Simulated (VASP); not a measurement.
A run of VASP 6.6.1 is set up as follows.

The input INCAR:

```
SYSTEM = Hf
ALGO = Normal
EDIFF = 1E-7
ENCUT = 520
GGA = PE
ISIF = 2
ISMEAR = 0
LASPH = .TRUE.
LCHARG = .FALSE.
LREAL = .FALSE.
LWAVE = .FALSE.
NBANDS = 11
NELM = 60
PREC = Accurate
SIGMA = 0.1
```

KPOINTS

```
k-points
0
G
  22 22 22
  0 0 0
```

The input POSCAR:

```
Hf
1.0
   -1.7724472169      1.7724472169      1.7724472169
    1.7724472169     -1.7724472169      1.7724472169
    1.7724472169      1.7724472169     -1.7724472169
Hf
1
Direct
    0.0000000000      0.0000000000      0.0000000000
```

Potentials or basis: VASP PAW PBE potentials, release 64 (Hf_pv).

Run with:

```bash
$ cat potpaw_PBE.64/Hf_pv/POTCAR > POTCAR
$ mpirun -np 1 vasp_std > vasp.out
```

**Question.** Predict the band gap on the k mesh.

**Answer.** Zero (band 5 reaches 6.14 eV, above the bottom of band 6 at 3.77 eV).

**Question.** Predict the pressure.

**Answer.** -0.3 GPa.

Caveat: spin-orbit coupling is left out, which moves the levels of the heavy elements.
